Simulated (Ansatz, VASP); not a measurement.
SnO2: VASP beside Ansatz

```xyz
6
Lattice="4.8234 0.0000 0.0000 0.0000 4.8234 0.0000 0.0000 0.0000 3.2406" Properties=species:S:1:pos:R:3 pbc="T T T"
Sn    2.4117    2.4117    1.6203
Sn    0.0000    0.0000    0.0000
O     0.9339    3.8895    1.6203
O     3.8895    0.9339    1.6203
O     1.4778    1.4778    0.0000
O     3.3457    3.3457    0.0000
```

Alike in both runs: functional PBE; k mesh 4 × 4 × 6; occupations gaussian, width 0.1 eV; no spin polarisation.

Ansatz relaxed the structure, and its values are those at the end. VASP's run is a single point on that final structure, the one shown.

```csv
,VASP,Ansatz
version,VASP 6.6.1,Ansatz 0.2.0
potentials or method,"VASP PAW PBE potentials, release 64 (Sn_d, O), cutoff 520 eV","scalar-relativistic, plane waves, PAW"
valence electrons in the cell,52,52
```

Ansatz gave:

| Item | Value |
| --- | --- |
| gap on the k mesh at the Fermi level (eV) | 0.68 |
| least direct gap on the mesh (eV) | 0.68 |
| pressure (GPa) | 0.0 |
| rms of the force components (eV/Å) | 0.014 |

Q: What did VASP give for the same quantities?

A: gap on the k mesh at the Fermi level (eV): 0.67; least direct gap on the mesh (eV): 0.67; pressure (GPa): 0.7; rms of the force components (eV/Å): 0.006.
